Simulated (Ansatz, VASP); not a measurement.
One calculation of Cu, two programs

```
Cu
1.0
     2.55619    0.00000    0.00000
    -1.27810    2.21373    0.00000
     0.00000    0.00000   26.52273
Cu
7
Direct
  0.00000 0.00000 0.26969
  0.66667 0.33333 0.34659
  0.33333 0.66667 0.42320
  0.00000 0.00000 0.50000
  0.66667 0.33333 0.57680
  0.33333 0.66667 0.65341
  0.00000 0.00000 0.73031
```

Alike in both runs: functional PBE; dispersion D3(BJ); k mesh 24 × 24 × 1; occupations gaussian, width 0.05 eV; no spin polarisation.

Ansatz relaxed the structure, and its values are those at the end. VASP's run is a single point on that final structure, the one shown.

|  | VASP | Ansatz |
| --- | --- | --- |
| version | VASP 6.6.1 | Ansatz 0.2.0 |
| potentials or method | VASP PAW PBE potentials, release 64 (Cu) | scalar-relativistic, plane waves, PAW |
| plane-wave cutoff (eV) | 520 | 420 |
| valence electrons in the cell | 77 | 133 |

VASP gave:

| Quantity | Value |
| --- | --- |
| gap on the k mesh at the Fermi level (eV) | none |
| rms of the force components (eV/Å) | 0.009 |

What did Ansatz give for the same quantities?

gap on the k mesh at the Fermi level (eV): none; rms of the force components (eV/Å): 0.003.

A gap of «none» marks a metal or a gap that the smearing closes. VASP's potentials hold 77 valence electrons a cell and Ansatz's 133, so a difference there can come from the potentials and not from the codes. Ansatz's warnings: vacuum density over bound, xc potential rough in thin density.
